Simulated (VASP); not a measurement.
Input of a VASP 6.6.1 run:

Contents of INCAR:

```
SYSTEM = Zn
PREC = Accurate
ENCUT = 520
EDIFF = 1E-7
ISMEAR = 1
SIGMA = 0.05
LREAL = .FALSE.
LASPH = .TRUE.
NELM = 80
ALGO = Normal
ISIF = 2
LWAVE = .FALSE.
LCHARG = .FALSE.
NBANDS = 12
```

File KPOINTS:

```
regular mesh
0
G
  13 13 13
  0 0 0
```

Contents of POSCAR:

```
Zn
1.0
    0.0000000000      1.9906312808      1.9906312808
    1.9906312808      0.0000000000      1.9906312808
    1.9906312808      1.9906312808      0.0000000000
Zn
1
Direct
    0.0000000000      0.0000000000      0.0000000000
```

Potentials or basis: VASP PAW LDA potentials, release 64 (Zn).

The run is started by

```sh
$ cat potpaw_LDA.64/Zn/POTCAR > POTCAR
$ mpirun -np 1 vasp_std > vasp.out
```

Task: What does it give for the band gap on the k mesh?

Result: Zero (band 6 reaches 3.69 eV, above the bottom of band 7 at 1.29 eV).

Task: Estimate the pressure.

Result: -10.2 GPa.
